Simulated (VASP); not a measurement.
# Ba16H (a cell with a defect) in VASP: further runs, part 4 of 4

VASP 6.6.1.

## (5) Single point, PBE

File INCAR:

```
SYSTEM = Ba16H
ALGO = Normal
EDIFF = 1E-7
ENCUT = 520
GGA = PE
ISIF = 2
ISMEAR = -1
LASPH = .TRUE.
LCHARG = .TRUE.
LELF = .TRUE.
LREAL = Auto
LVHAR = .TRUE.
LWAVE = .FALSE.
NBANDS = 94
NELM = 100
PREC = Accurate
SIGMA = 0.15
```

File KPOINTS:

```
k-points
0
G
  1 1 1
  0 0 0
```

File POSCAR:

```
Ba16H
1.0
   10.0400000000      0.0000000000      0.0000000000
    0.0000000000     10.0400000000      0.0000000000
    0.0000000000      0.0000000000     10.0400000000
Ba H
16 1
Direct
    0.0127988048      0.0044422311     -0.0058466135
    0.4793525896      0.0284860558      0.0194721116
   -0.0183266932      0.5243824701      0.0131274900
    0.0120219124     -0.0053286853      0.5188247012
    0.2455677291      0.2542330677      0.2710258964
    0.4994023904      0.4995119522     -0.0102888446
    0.5203984064      0.0253486056      0.5057768924
    0.7583665339      0.2453386454      0.2049800797
    0.0054482072      0.5050597610      0.5003286853
    0.2627888446      0.7566932271      0.2587649402
    0.2419820717      0.2420617530      0.7628087649
    0.4813645418      0.4900298805      0.5221215139
    0.7526195219      0.7422609562      0.2400498008
    0.7800796813      0.2590438247      0.7696414343
    0.2706573705      0.7597111554      0.7609163347
    0.7709860558      0.7617629482      0.7217729084
    0.6503087649      0.2579482072     -0.0198505976
```

Potentials or basis: VASP PAW PBE potentials, release 64 (Ba_sv, H).

Launch:

```
> cat potpaw_PBE.64/Ba_sv/POTCAR potpaw_PBE.64/H/POTCAR > POTCAR
> mpirun -np 1 vasp_gam > vasp.out
```

OUTCAR:

```text
SYSTEM = Ba16H
   EDIFF = 1E-7
   ENCUT = 520
   GGA = PE
   ISIF = 2
   ISMEAR = -1
   LASPH = .TRUE.
   LREAL = Auto
   NELM = 100
   PREC = Accurate

 ion  position               nearest neighbor table
   1  0.013  0.004  0.994-  11 4.05   8 4.11  14 4.13  15 4.27  16 4.39   5 4.41  10 4.42  13 4.46
                             2 4.70
   2  0.479  0.028  0.019-   8 4.01  11 4.11   5 4.13  10 4.24  15 4.29  13 4.55  14 4.56   1 4.70
                             6 4.74
   3  0.982  0.524  0.013-  13 3.91   8 4.07  14 4.14  16 4.33  10 4.41  15 4.52   5 4.59  11 4.60

   4  0.012  0.995  0.519-  16 3.93  11 4.18  15 4.27   5 4.30  14 4.34  10 4.34  13 4.59
   5  0.246  0.254  0.271-   2 4.13   9 4.18  12 4.19   7 4.30   4 4.30   1 4.41   6 4.53   3 4.59

   6  0.499  0.500  0.990-  15 4.17   8 4.24  11 4.31  14 4.32  13 4.33  10 4.43   5 4.53  16 4.65
                            12 4.70   2 4.74
   7  0.520  0.025  0.506-  16 4.25   5 4.30  11 4.38  14 4.40   8 4.44  15 4.47  10 4.49  13 4.54
                            12 4.68
   8  0.758  0.245  0.205-  17 2.51   2 4.01   3 4.07   1 4.11   6 4.24  14 4.38   7 4.44   9 4.66

   9  0.005  0.505  0.500-  16 4.14   5 4.18  14 4.30  10 4.35  13 4.35  11 4.42  15 4.52   8 4.66
[... 9 lines left out ...]
  14  0.780  0.259  0.770-  17 2.48   1 4.13   3 4.14   9 4.30   6 4.32   4 4.34   8 4.38   7 4.40
                            12 4.53   2 4.56  11 4.64
  15  0.271  0.760  0.761-   6 4.17  12 4.19   4 4.27   1 4.27   2 4.29   7 4.47   3 4.52   9 4.52

  16  0.771  0.762  0.722-   4 3.93   9 4.14   7 4.25   3 4.33   1 4.39  12 4.46   6 4.65
  17  0.650  0.258  0.980-  14 2.48   8 2.51

  LATTYP: Found a simple cubic cell.
 ALAT       =    10.0400000000

  Lattice vectors:

 A1 = (  10.0400000000,   0.0000000000,   0.0000000000)
 A2 = (   0.0000000000,  10.0400000000,   0.0000000000)
 A3 = (   0.0000000000,   0.0000000000,  10.0400000000)

Analysis of symmetry for initial positions (statically):
=====================================================================
 Subroutine PRICEL returns:
 Original cell was already a primitive cell.

 Routine SETGRP: Setting up the symmetry group for a
 simple cubic supercell.

 Subroutine GETGRP returns: Found  1 space group operations
 (whereof  1 operations were pure point group operations)
 out of a pool of 48 trial point group operations.

The static configuration has the point symmetry C_1 .

Analysis of symmetry for dynamics (positions and initial velocities):
=====================================================================
 Subroutine PRICEL returns:
 Original cell was already a primitive cell.

 Routine SETGRP: Setting up the symmetry group for a
 simple cubic supercell.

 Subroutine GETGRP returns: Found  1 space group operations
 (whereof  1 operations were pure point group operations)
 out of a pool of 48 trial point group operations.

The dynamic configuration has the point symmetry C_1 .

 Subroutine INISYM returns: Found  1 space group operations
 (whereof  1 operations are pure point group operations),
 and found     1 'primitive' translations

----------------------------------------------------------------------------------------

                                     Primitive cell

  volume of cell :    1012.0481

  direct lattice vectors                    reciprocal lattice vectors
[... 73 lines left out ...]
            Coordinates               Weight
  0.000000  0.000000  0.000000      1.000000
   k-points           NKPTS =      1   k-points in BZ     NKDIM =      1   number of bands    NBANDS=     94
   number of dos      NEDOS =    301   number of ions     NIONS =     17
   total plane-waves  NPLWV = 512000
   dimension x,y,z NGX =    80 NGY =   80 NGZ =   80
   dimension x,y,z NGXF=   160 NGYF=  160 NGZF=  160
   ions per type =              16   1
   NGX,Y,Z   is equivalent  to a cutoff of  13.25, 13.25, 13.25 a.u.
   NGXF,Y,Z  is equivalent  to a cutoff of  26.49, 26.49, 26.49 a.u.
 SYSTEM =  Ba16H
   PREC   = accura    normal or accurate (medium, high low for compatibility)
   ISTART =      0    job   : 0-new  1-cont  2-samecut
   ICHARG =      2    charge: 1-file 2-atom 10-const
   ISPIN  =      1    spin polarized calculation?
   LNONCOLLINEAR =      F non collinear calculations
   LSORBIT =      F    spin-orbit coupling
   LASPH  =      T    aspherical Exc in radial PAW
   ENCUT  =  520.0 eV  38.22 Ry    6.18 a.u.  18.67 18.67 18.67*2*pi/ulx,y,z
   NELM   =    100;   NELMIN=  2; NELMDL= -5     # of ELM steps
   EDIFF  = 0.1E-06   stopping-criterion for ELM
   LREAL  =      T    real-space projection
   EDIFFG = 0.1E-05   stopping-criterion for IOM
   NSW    =      0    number of steps for IOM
   IBRION =     -1    ionic relax: 0-MD 1-quasi-New 2-CG
   NFREE  =      0    steps in history (QN), initial steepest desc. (CG)
   ISIF   =      2    stress and relaxation
   ISYM   =      2    0-nonsym 1-usesym 2-fastsym
   POTIM  = 0.5000    time-step for ionic-motion
   TEBEG  =    0.0;   TEEND  =   0.0 temperature during run
   PSTRESS=    0.0 pullay stress
   NELECT =     161.0000    total number of electrons
   NUPDOWN=      -1.0000    fix difference up-down
   EMIN   =  10.00;   EMAX   =-10.00  energy-range for DOS
   EFERMI =   0.00;   METHOD = LEGACY
   ISMEAR =    -1;   SIGMA  =   0.15  broadening in eV -4-tet -1-fermi 0-gaus
   EFERMI_NEDOS =   21; number of points for ismear=-14 and -15
   IALGO  =     38    algorithm
   IMIX   =      4    mixing-type and parameters
     AMIX     =   0.40;   BMIX     =  1.00
     AMIX_MAG =   1.60;   BMIX_MAG =  1.00
  volume/ion in A,a.u.               =      59.53       401.74
  Fermi-wavevector in a.u.,A,eV,Ry     =   0.887053  1.676288 10.705930  0.786864
  Thomas-Fermi vector in A             =   2.008301
   LORBIT       =      0    0 simple, 1 ext, 2 COOP (PROOUT), +10 PAW based schemes
   GGA     = PE    functional components
   LHFCALC =     F    Hartree Fock is set to
   AEXX    =    0.0000 exact exchange contribution
   IVDW    =     0    specifies the selected vdW correction
   LEPSILON=     F    determine dielectric tensor
   LRPA    =     F    only Hartree local field effects (RPA)
 non-spin polarized calculation
  energy-cutoff  :      520.00
  volume of cell :     1012.05
 maximum number of plane-waves:     13601
 NGX is ok and might be reduce to    80
   NGX = 37   NGY = 37   NGZ = 37

 number of electron     160.9999997 magnetization

 Free energy of the ion-electron system (eV)
  ---------------------------------------------------
  ext. energy  EPLUGINS =         0.00000000
  ---------------------------------------------------
  free energy    TOTEN  =       -38.02688283 eV

  energy without entropy =      -37.03321872  energy(sigma->0) =      -37.53005077

 E-fermi :   1.7303     XC(G=0):  -7.3977

 val. band max:        1.4786395691   @ k =   0.0000   0.0000   0.0000
 cond. band min:       2.0235023578   @ k =   0.0000   0.0000   0.0000
 fundamental gap:      0.5448627887
 Fermi energy:         1.7303129252

 k-point     1 :       0.0000    0.0000    0.0000
  band No.  band energies     occupation
      1     -27.3081      2.00000
      2     -27.2886      2.00000
      3     -27.2769      2.00000
      4     -27.2726      2.00000
      5     -27.2690      2.00000
      6     -27.2573      2.00000
[... 84 lines left out ...]
     91       2.3283      0.03645
     92       2.3596      0.02968
 [bands above 92 left out]

------------------------ aborting loop because EDIFF is reached ----------------------------------------

  FORCE on cell =-STRESS in cart. coord.  units (eV):
  Direction    XX          YY          ZZ          XY          YZ          ZX
  --------------------------------------------------------------------------------------
  -------------------------------------------------------------------------------------
  Total       -3.8024637     -5.3271181     -4.5401813     -0.2029926      0.2321969     -0.3139158
  in kB       -6.0196954     -8.4333819     -7.1875791     -0.3213584      0.3675919     -0.4969614
  external PRESSURE =      -7.2135521 kB  Pullay stress =       0.0000000 kB

 VOLUME and BASIS-vectors are now :
 -----------------------------------------------------------------------------
  energy-cutoff  :      520.00
  volume of cell :     1012.05
      direct lattice vectors                 reciprocal lattice vectors
    10.040000000  0.000000000  0.000000000     0.099601594  0.000000000  0.000000000
     0.000000000 10.040000000  0.000000000     0.000000000  0.099601594  0.000000000
     0.000000000  0.000000000 10.040000000     0.000000000  0.000000000  0.099601594

 POSITION                                       TOTAL-FORCE (eV/Angst)
 -----------------------------------------------------------------------------------
      0.12850      0.04460      9.98130         0.049148     -0.279139      0.245893
      4.81270      0.28600      0.19550         0.610758     -0.023965     -0.330972
      9.85600      5.26480      0.13180         0.756040     -0.156262     -0.333730
      0.12070      9.98650      5.20900         0.051563      0.167630     -0.455366
      2.46550      2.55250      2.72110        -0.155043      0.036162     -0.242161
      5.01400      5.01510      9.93670         0.117463     -0.315013      0.112395
[... 9 lines left out ...]
      7.74070      7.64810      7.24660        -0.437319     -0.122467      0.580917
      6.52910      2.58980      9.84070        -0.430213      0.004449      0.137895
 -----------------------------------------------------------------------------------
    total drift:                                0.003053     -0.002573     -0.001366

  FREE ENERGIE OF THE ION-ELECTRON SYSTEM (eV)
  ---------------------------------------------------
  free  energy   TOTEN  =       -38.0268828261 eV

  energy  without entropy=      -37.0332187166  energy(sigma->0) =      -37.53005077
```

Run time: 4.5 min. Hardware: 1 thread of Intel Xeon Platinum 8559C (Emerald Rapids), shared host; peak memory 0.92 GiB.

What came out:

```
Free energy   : -38.0269 eV
Pressure      : -0.7 GPa
Largest force : 0.841 eV/Å
```

Forces in eV/Å, atoms in the order of the input:
```
Ba   0.049 -0.279  0.246
Ba   0.611 -0.024 -0.331
Ba   0.756 -0.156 -0.334
Ba   0.052  0.168 -0.455
Ba  -0.155  0.036 -0.242
Ba   0.117 -0.315  0.112
Ba  -0.172 -0.191 -0.024
Ba   0.057  0.158  0.697
Ba   0.057 -0.018  0.030
Ba  -0.146 -0.037  0.055
Ba  -0.028  0.333 -0.062
Ba   0.495  0.111 -0.281
Ba  -0.209  0.381  0.274
Ba  -0.327 -0.048 -0.268
Ba  -0.289 -0.001 -0.136
Ba  -0.437 -0.122  0.581
H   -0.430  0.004  0.138
```

Caveat: the k points lie up to 0.63 Å⁻¹ apart; spin-orbit coupling is left out, which moves the levels of the heavy elements.
